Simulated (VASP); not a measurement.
The system is PtS2.

```xyz
3
Lattice="3.5713 0.0000 0.0000 -1.7857 3.0929 0.0000 0.0000 0.0000 5.6328" Properties=species:S:1:pos:R:3 pbc="T T T"
Pt    0.0000    0.0000    0.0000
S     0.0000    2.0619    1.2416
S     1.7857    1.0310    4.3912
```

```yaml
Program: VASP 6.6.1
Task: relaxation of shape and atoms at fixed volume
Functional: r2SCAN
Potentials_or_basis: VASP PAW PBE potentials, release 64 (Pt, S)
Cutoff: 550 eV
k_mesh: 8 × 8 × 4
Occupations: gaussian, width 0.05 eV
Spin: no spin polarisation
```

At the start: pressure -2.5 GPa; volume 20.74 Å³/atom.

Task: Where does the relaxation end?

Result: Over 6 steps the energy falls by 3.0 meV/atom; space group P-3m1 (No. 164, to 0.1 Å) before and after.

The path:
| step | energy change (eV) | largest force (eV/Å) | pressure (GPa) | volume (Å³) |
| --- | --- | --- | --- | --- |
| 1 | 0.0000 | 0.2659 | -2.46 | 62.22 |
| 2 | -0.0062 | 0.1124 | -1.41 | 62.22 |
| 3 | -0.0082 | 0.0234 | -0.48 | 62.22 |
| 4 | -0.0082 | 0.0369 | -0.39 | 62.22 |
| 5 | -0.0088 | 0.0148 | -0.26 | 62.22 |
| 6 | -0.0089 | 0.0018 | -0.19 | 62.22 |

Final structure:
```
Pt S
1.0
     3.54794    0.00000    0.00000
    -1.77397    3.07261    0.00000
     0.00000    0.00000    5.70725
Pt S
1 2
Direct
  0.00000 0.00000 0.00000
  0.33333 0.66667 0.21620
  0.66667 0.33333 0.78380
```

Caveat: the PAW data sets were made with another functional, which shifts forces and pressure a little.
